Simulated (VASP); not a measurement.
A run of VASP 6.6.1 is set up as follows.

File INCAR:

```
SYSTEM = SnSe2
PREC = Accurate ; ENCUT = 500
EDIFF = 1E-6 ; ISMEAR = 0
SIGMA = 0.03 ; LREAL = .FALSE.
LASPH = .TRUE. ; NELM = 120
ALGO = Normal ; ISIF = 2
LWAVE = .FALSE. ; LCHARG = .FALSE.
GGA = PE ; IVDW = 12
NBANDS = 20 ; GGA_COMPAT = .FALSE.
```

File KPOINTS:

```
regular mesh
0
G
  12 12 6
  0 0 0
```

File POSCAR:

```
SnSe2
1.0
    3.6480000000      0.0000000000      0.0000000000
   -1.8240000000      3.1592606730      0.0000000000
    0.0000000000      0.0000000000      5.0363000000
Sn Se
1 2
Direct
    0.0000000000      0.0000000000      0.0000000000
    0.3333333333      0.6666666667      0.2651331237
    0.6666666667      0.3333333333      0.7348668763
```

Potentials or basis: VASP PAW PBE potentials, release 64 (Sn_d, Se).

Command:

```sh
$ cat potpaw_PBE.64/Sn_d/POTCAR potpaw_PBE.64/Se/POTCAR > POTCAR
$ mpirun -np 1 vasp_std > vasp.out
```

Task: Predict the pressure.

Result: 35.7 GPa.

Task: What does it give for the band gap on the k mesh?

Result: Zero (band 13 reaches 8.96 eV, above the bottom of band 14 at 8.80 eV).

Stress tensor (GPa, compression positive):
```
34.32  0.00  0.00
 0.00 34.32  0.00
 0.00  0.00 38.52
```

Caveat: spin-orbit coupling is left out, which moves the levels of the heavy elements; pairwise dispersion overbinds metals, which lowers pressure and volume; forces of over 1 eV/Å act on the atoms, so gaps and moduli don't describe the material at rest.
